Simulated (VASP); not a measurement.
A run of VASP 6.6.1:

File INCAR:

```
SYSTEM = MgO
ALGO = Normal
EDIFF = 1E-6
ENCUT = 600
GGA = PE
GGA_COMPAT = .FALSE.
ISIF = 2
ISMEAR = -1
LASPH = .TRUE.
LCHARG = .FALSE.
LREAL = .FALSE.
LWAVE = .FALSE.
NBANDS = 11
NELM = 120
PREC = Accurate
SIGMA = 0.08617333262145177
```

Contents of KPOINTS:

```
k-points
0
G
  6 6 6
  0 0 0
```

POSCAR

```
MgO
1.0
    2.9380209034      0.0000000000      0.0000000000
   -1.4690104517      2.5444007392      0.0000000000
    0.0000000000      0.0000000000      2.6796800000
Mg O
1 1
Direct
    0.0000000000      0.0000000000      0.0000000000
    0.3333333333      0.6666666667      0.5000000000
```

Potentials or basis: VASP PAW PBE potentials, release 64 (Mg, O).

Launch:

```bash
$ cat potpaw_PBE.64/Mg/POTCAR potpaw_PBE.64/O/POTCAR > POTCAR
$ mpirun -np 1 vasp_std > vasp.out
```

Hardware: 1 thread of Intel Xeon 6975P-C, on a shared host.

Estimate the wall time of this run.

Wall time 5.2 s on 1 thread of Intel Xeon 6975P-C, on a shared host, peak memory 0.14 GiB. Counts: scf iterations 12, k points 28.
